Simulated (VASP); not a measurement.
# SiC in VASP: a series of runs

The runs below take SiC through single point, with PBE.

Program: VASP 6.6.1. These are calculated values, not measurements. Logs are shortened: lines on timing, memory, paths and dates and some standing lists are left out, and cuts for length are marked.

**1. The cell of the first run**

Symmetry: P3m1, No. 156, trigonal system. The conventional cell has a = 3.069 Å, b = 3.069 Å, c = 15.060 Å, α = 90.00°, β = 90.00°, γ = 120.00°. Si (site symmetry 3m) has 4 C at 1.90 to 1.95 Å within 2.5 Å. Si (site symmetry 3m) has 4 C at 1.83 to 1.86 Å within 2.4 Å. Within 2.4 Å of Si (site symmetry 3m) lie 4 C at 1.83 to 1.86 Å. Within 2.5 Å of Si (site symmetry 3m) lie 4 C at 1.90 to 1.94 Å. Within 2.4 Å of Si (site symmetry 3m) lie 4 C at 1.83 to 1.86 Å. Within 2.5 Å of Si (site symmetry 3m) lie 4 C at 1.90 to 1.94 Å. C (site symmetry 3m) has 4 Si at 1.86 to 1.95 Å within 2.5 Å. C (site symmetry 3m) has 4 Si at 1.83 to 1.90 Å within 2.4 Å.

**2. Single point, PBE (atoms displaced along a vibrational mode, the cell strained)**

INCAR reads:

```
  PREC = Accurate
  ENCUT = 520
  EDIFF = 1E-7
  ISMEAR = 0
  SIGMA = 0.05
  LREAL = False
  LASPH = True
  NELM = 60
  ALGO = Normal
  ISIF = 2
  LWAVE = False
  LCHARG = False
  GGA = PE
  NBANDS = 36
```

KPOINTS reads:

```
Automatic mesh
0
Gamma
  12 12 2
```

POSCAR reads:

```
SiC
1.0
    3.0692496138      0.0000000000      0.0000000000
   -1.5346248069      2.6580481361      0.0000000000
    0.0000000000      0.0000000000     15.0602705466
Si C
6 6
Direct
    0.0000000000      0.0000000000      0.1250424503
    0.0000000000      0.0000000000      0.6250374675
    0.3333333333      0.6666666667      0.2919122018
    0.6666666667      0.3333333333      0.7917223860
    0.3333333333      0.6666666667      0.9583927143
    0.6666666667      0.3333333333      0.4582264355
    0.0000000000      0.0000000000      0.9957901969
    0.0000000000      0.0000000000      0.5035866889
    0.3333333333      0.6666666667      0.1704670362
    0.6666666667      0.3333333333      0.6631920368
    0.3333333333      0.6666666667      0.8370720018
    0.6666666667      0.3333333333      0.3295583838
```

Potentials or basis: VASP PAW PBE potentials, release 64 (Si, C).

Command:

```sh
> cat potpaw_PBE.64/Si/POTCAR potpaw_PBE.64/C/POTCAR > POTCAR
> mpirun -np 1 vasp_std > vasp.out
```

OUTCAR:

```text
PREC = Accurate
   ENCUT = 520
   EDIFF = 1E-7
   ISMEAR = 0
   LREAL = False
   LASPH = True
   NELM = 60
   ISIF = 2
   GGA = PE

 ion  position               nearest neighbor table
   1  0.000  0.000  0.125-   9 1.90   9 1.90   9 1.90   7 1.95   5 3.07   5 3.07   5 3.07   3 3.08
                             3 3.08   3 3.08
   2  0.000  0.000  0.625-   8 1.83  10 1.86  10 1.86  10 1.86   4 3.07   4 3.07   4 3.07   6 3.07
                             6 3.07   6 3.07
   3  0.333  0.667  0.292-   9 1.83  12 1.86  12 1.86  12 1.86   6 3.07   6 3.07   6 3.07   1 3.08
                             1 3.08   1 3.08
   4  0.667  0.333  0.792-  11 1.90  11 1.90  11 1.90  10 1.94   5 3.07   5 3.07   5 3.07   2 3.07
                             2 3.07   2 3.07
   5  0.333  0.667  0.958-  11 1.83   7 1.86   7 1.86   7 1.86   1 3.07   1 3.07   1 3.07   4 3.07
                             4 3.07   4 3.07
   6  0.667  0.333  0.458-   8 1.90   8 1.90   8 1.90  12 1.94   3 3.07   3 3.07   3 3.07   2 3.07
                             2 3.07   2 3.07
   7  0.000  0.000  0.996-   5 1.86   5 1.86   5 1.86   1 1.95
   8  0.000  0.000  0.504-   2 1.83   6 1.90   6 1.90   6 1.90
   9  0.333  0.667  0.170-   3 1.83   1 1.90   1 1.90   1 1.90
  10  0.667  0.333  0.663-   2 1.86   2 1.86   2 1.86   4 1.94
  11  0.333  0.667  0.837-   5 1.83   4 1.90   4 1.90   4 1.90
  12  0.667  0.333  0.330-   3 1.86   3 1.86   3 1.86   6 1.94

  LATTYP: Found a hexagonal cell.
 ALAT       =     3.0692496138
 C/A-ratio  =     4.9068249382

  Lattice vectors:

 A1 = (   3.0692496138,   0.0000000000,   0.0000000000)
 A2 = (  -1.5346248069,   2.6580481361,   0.0000000000)
 A3 = (   0.0000000000,   0.0000000000,  15.0602705466)

Analysis of symmetry for initial positions (statically):
=====================================================================
 Subroutine PRICEL returns:
 Original cell was already a primitive cell.

 Routine SETGRP: Setting up the symmetry group for a
 hexagonal supercell.

 Subroutine GETGRP returns: Found  6 space group operations
 (whereof  6 operations were pure point group operations)
 out of a pool of 24 trial point group operations.

The static configuration has the point symmetry C_3v.

Analysis of symmetry for dynamics (positions and initial velocities):
=====================================================================
 Subroutine PRICEL returns:
 Original cell was already a primitive cell.

 Routine SETGRP: Setting up the symmetry group for a
 hexagonal supercell.

 Subroutine GETGRP returns: Found  6 space group operations
 (whereof  6 operations were pure point group operations)
 out of a pool of 24 trial point group operations.

The dynamic configuration has the point symmetry C_3v.

 Subroutine INISYM returns: Found  6 space group operations
 (whereof  6 operations are pure point group operations),
 and found     1 'primitive' translations

----------------------------------------------------------------------------------------

                                     Primitive cell

  volume of cell :     122.8649

  direct lattice vectors                    reciprocal lattice vectors
     3.069249614  0.000000000  0.000000000     0.325812536  0.188107955  0.000000000
    -1.534624807  2.658048136  0.000000000     0.000000000  0.376215911  0.000000000
     0.000000000  0.000000000 15.060270547     0.000000000  0.000000000  0.066399870

  length of vectors
     3.069249614  3.069249614 15.060270547     0.376215911  0.376215911  0.066399870

  position of ions in fractional coordinates (direct lattice)
     0.000000000  0.000000000  0.125042450
     0.000000000  0.000000000  0.625037468
     0.333333333  0.666666667  0.291912202
     0.666666667  0.333333333  0.791722386
     0.333333333  0.666666667  0.958392714
     0.666666667  0.333333333  0.458226436
     0.000000000  0.000000000  0.995790197
     0.000000000  0.000000000  0.503586689
     0.333333333  0.666666667  0.170467036
     0.666666667  0.333333333  0.663192037
     0.333333333  0.666666667  0.837072002
     0.666666667  0.333333333  0.329558384

  ion indices of the primitive-cell ions
   primitive index   ion index
                 1           1
                 2           2
                 3           3
                 4           4
                 5           5
                 6           6
                 7           7
                 8           8
                 9           9
                10          10
                11          11
                12          12

----------------------------------------------------------------------------------------

 KPOINTS: Automatic mesh

Automatic generation of k-mesh.
 Grid dimensions read from file:
 generate k-points for:   12   12    2

 Generating k-lattice:

  Cartesian coordinates                     Fractional coordinates (reciprocal lattice)
     0.027151045  0.015675663  0.000000000     0.083333333 -0.000000000  0.000000000
     0.000000000  0.031351326  0.000000000     0.000000000  0.083333333  0.000000000
     0.000000000  0.000000000  0.033199935     0.000000000  0.000000000  0.500000000

  Length of vectors
     0.031351326  0.031351326  0.033199935

  Shift w.r.t. Gamma in fractional coordinates (k-lattice)
     0.000000000  0.000000000  0.000000000

 Subroutine IBZKPT returns following result:
 ===========================================

 Found     38 irreducible k-points:

 Following reciprocal coordinates:
            Coordinates               Weight
  0.000000  0.000000  0.000000      1.000000
  0.083333 -0.000000  0.000000      6.000000
  0.166667 -0.000000  0.000000      6.000000
  0.250000  0.000000  0.000000      6.000000
  0.333333 -0.000000  0.000000      6.000000
  0.416667  0.000000  0.000000      6.000000
[... 16 lines left out ...]
  0.250000  0.000000  0.500000      6.000000
  0.333333 -0.000000  0.500000      6.000000
 [... further k-points ...]
   k-points           NKPTS =     38   k-points in BZ     NKDIM =     38   number of bands    NBANDS=     36
   number of dos      NEDOS =    301   number of ions     NIONS =     12
   total plane-waves  NPLWV =  64512
   dimension x,y,z NGX =    24 NGY =   24 NGZ =  112
   dimension x,y,z NGXF=    48 NGYF=   48 NGZF=  224
   ions per type =               6   6
   NGX,Y,Z   is equivalent  to a cutoff of  13.00, 13.00, 12.36 a.u.
   NGXF,Y,Z  is equivalent  to a cutoff of  26.00, 26.00, 24.73 a.u.
 SYSTEM =  unknown system
   PREC   = accura    normal or accurate (medium, high low for compatibility)
   ISTART =      0    job   : 0-new  1-cont  2-samecut
   ICHARG =      2    charge: 1-file 2-atom 10-const
   ISPIN  =      1    spin polarized calculation?
   LNONCOLLINEAR =      F non collinear calculations
   LSORBIT =      F    spin-orbit coupling
   LASPH  =      T    aspherical Exc in radial PAW
   ENCUT  =  520.0 eV  38.22 Ry    6.18 a.u.   5.71  5.71 28.00*2*pi/ulx,y,z
   NELM   =     60;   NELMIN=  2; NELMDL= -5     # of ELM steps
   EDIFF  = 0.1E-06   stopping-criterion for ELM
   LREAL  =      F    real-space projection
   EDIFFG = 0.1E-05   stopping-criterion for IOM
   NSW    =      0    number of steps for IOM
   IBRION =     -1    ionic relax: 0-MD 1-quasi-New 2-CG
   NFREE  =      0    steps in history (QN), initial steepest desc. (CG)
   ISIF   =      2    stress and relaxation
   ISYM   =      2    0-nonsym 1-usesym 2-fastsym
   POTIM  = 0.5000    time-step for ionic-motion
   TEBEG  =    0.0;   TEEND  =   0.0 temperature during run
   PSTRESS=    0.0 pullay stress
   NELECT =      48.0000    total number of electrons
   NUPDOWN=      -1.0000    fix difference up-down
   EMIN   =  10.00;   EMAX   =-10.00  energy-range for DOS
   EFERMI =   0.00;   METHOD = LEGACY
   ISMEAR =     0;   SIGMA  =   0.05  broadening in eV -4-tet -1-fermi 0-gaus
   EFERMI_NEDOS =   21; number of points for ismear=-14 and -15
   IALGO  =     38    algorithm
   IMIX   =      4    mixing-type and parameters
     AMIX     =   0.40;   BMIX     =  1.00
     AMIX_MAG =   1.60;   BMIX_MAG =  1.00
  volume/ion in A,a.u.               =      10.24        69.09
  Fermi-wavevector in a.u.,A,eV,Ry     =   1.196775  2.261577 19.487233  1.432271
  Thomas-Fermi vector in A             =   2.332707
   LORBIT       =      0    0 simple, 1 ext, 2 COOP (PROOUT), +10 PAW based schemes
   GGA     = PE    functional components
   LHFCALC =     F    Hartree Fock is set to
   AEXX    =    0.0000 exact exchange contribution
   IVDW    =     0    specifies the selected vdW correction
   LEPSILON=     F    determine dielectric tensor
   LRPA    =     F    only Hartree local field effects (RPA)
 non-spin polarized calculation
 Gauss-broadening in eV      SIGMA  =   0.05
  energy-cutoff  :      520.00
  volume of cell :      122.86
 maximum number of plane-waves:      3332
 NGX is ok and might be reduce to    24
   NGX = 11   NGY = 11   NGZ = 57

 number of electron      47.9999998 magnetization

 Free energy of the ion-electron system (eV)
  ---------------------------------------------------
  ext. energy  EPLUGINS =         0.00000000
  ---------------------------------------------------
  free energy    TOTEN  =       -90.02123904 eV

  energy without entropy =      -90.02123904  energy(sigma->0) =      -90.02123904

 E-fermi :   8.5837     XC(G=0): -11.4007

 val. band max:        8.3008439804   @ k =   0.0000   0.0000   0.0000
 cond. band min:      10.2727229844   @ k =   0.5000   0.0000   0.0000
 fundamental gap:      1.9718790040
 Fermi energy:         8.5837153565

 k-point     1 :       0.0000    0.0000    0.0000
  band No.  band energies     occupation
      1      -7.2766      2.00000
      2      -6.7593      2.00000
      3      -6.7210      2.00000
      4      -5.1825      2.00000
      5      -5.1510      2.00000
      6      -3.6500      2.00000
[... 28 lines left out ...]
     35      15.6409      0.00000
     36      15.7744      0.00000
[... 866 lines left out ...]
      6      -2.6949      2.00000
[... 28 lines left out ...]
     35      16.1834      0.00000
     36      16.2093      0.00000

 [... further k-points ...]
[... 5 lines left out ...]
  --------------------------------------------------------------------------------------
  -------------------------------------------------------------------------------------
  Total        4.5029941      4.5029941      5.1793710      0.0000000      0.0000000      0.0000000
  in kB       58.7197411     58.7197411     67.5398013      0.0000000      0.0000000      0.0000000
  external PRESSURE =      61.6597612 kB  Pullay stress =       0.0000000 kB

 VOLUME and BASIS-vectors are now :
 -----------------------------------------------------------------------------
  energy-cutoff  :      520.00
  volume of cell :      122.86
      direct lattice vectors                 reciprocal lattice vectors
     3.069249614  0.000000000  0.000000000     0.325812536  0.188107955  0.000000000
    -1.534624807  2.658048136  0.000000000     0.000000000  0.376215911  0.000000000
     0.000000000  0.000000000 15.060270547     0.000000000  0.000000000  0.066399870

 POSITION                                       TOTAL-FORCE (eV/Angst)
 -----------------------------------------------------------------------------------
      0.00000      0.00000      1.88317        -0.000000      0.000000      0.072083
      0.00000      0.00000      9.41323        -0.000000      0.000000      0.186613
     -0.00000      1.77203      4.39628         0.000000      0.000000      0.065881
      1.53462      0.88602     11.92355        -0.000000      0.000000      0.167264
     -0.00000      1.77203     14.43365         0.000000      0.000000      0.089971
      1.53462      0.88602      6.90101        -0.000000      0.000000      0.160626
      0.00000      0.00000     14.99687         0.000000     -0.000000      1.688141
      0.00000      0.00000      7.58415         0.000000      0.000000     -1.958222
     -0.00000      1.77203      2.56728        -0.000000      0.000000     -1.811066
      1.53462      0.88602      9.98785         0.000000      0.000000      1.589928
     -0.00000      1.77203     12.60653         0.000000     -0.000000     -1.881399
      1.53462      0.88602      4.96324        -0.000000      0.000000      1.630181
 -----------------------------------------------------------------------------------
    total drift:                               -0.000000     -0.000000      0.000192

  FREE ENERGIE OF THE ION-ELECTRON SYSTEM (eV)
  ---------------------------------------------------
  free  energy   TOTEN  =       -90.0212390446 eV

  energy  without entropy=      -90.0212390446  energy(sigma->0) =      -90.02123904
```

It took 92 s on 1 thread of Intel Xeon 6975P-C (Granite Rapids), shared host; peak memory 0.29 GiB.

Results:

```yaml
Free_energy: -90.0212 eV
Pressure: 6.2 GPa
Largest_force: 1.958 eV/Å
Band_gap_on_the_k_mesh: 1.97 eV (least direct gap 3.08 eV)
```

Forces in eV/Å, atoms in the order of the input:
```
Si   0.000  0.000  0.072
Si   0.000  0.000  0.187
Si   0.000  0.000  0.066
Si   0.000  0.000  0.167
Si   0.000  0.000  0.090
Si   0.000  0.000  0.161
C    0.000  0.000  1.688
C    0.000  0.000 -1.958
C    0.000  0.000 -1.811
C    0.000  0.000  1.590
C    0.000  0.000 -1.881
C    0.000  0.000  1.630
```

Stress tensor (GPa, compression positive):
```
5.87 0.00 0.00
0.00 5.87 0.00
0.00 0.00 6.75
```

Caveat: the cell differs from its parent crystal (atoms displaced along a vibrational mode, the cell strained); the cell stands under pressure; forces of over 1 eV/Å act on the atoms, so gaps and moduli don't describe the material at rest. A k mesh can miss the band edges.

(Part 1 of 2 ends here.)
